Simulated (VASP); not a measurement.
## MgO: density of states with PBEsol

MgO:

```
Mg O
1.0
     0.00000    2.10713    2.10713
     2.10713    0.00000    2.10713
     2.10713    2.10713    0.00000
Mg O
1 1
Cartesian
  0.0000 0.0000 0.0000
  2.1071 2.1071 2.1071
```

```json
{"Program": "VASP 6.6.1", "Task": "density of states", "Functional": "PBEsol", "Potentials or basis": "VASP PAW PBE potentials, release 64 (Mg, O)", "Cutoff": "520 eV", "k mesh": "10 × 10 × 10", "Occupations": "gaussian, width 0.02 eV", "Spin": "no spin polarisation", "Dipole correction": "no", "k mesh for the DOS": "15 × 15 × 15", "Occupations for the DOS": "tetrahedron", "Further INCAR settings": "ALGO = Normal; EDIFF = 1e-06"}
```

The valence electrons inside the program's atomic spheres are Mg 0.41; O 5.08.

Levels at points of the mesh, in eV from the valence-band top:
| k point | band 1 | band 2 | band 3 | band 4 | band 5 | band 6 | band 7 | band 8 |
| --- | --- | --- | --- | --- | --- | --- | --- | --- |
| (0.00, 0.00, 0.00) | -17.20 | 0.00 | 0.00 | 0.00 | 4.62 | 15.62 | 15.62 | 15.62 |

Wall time 14 s on 1 thread of AMD EPYC 7R13 Processor (Zen 3), on a shared host, peak memory 0.12 GiB.
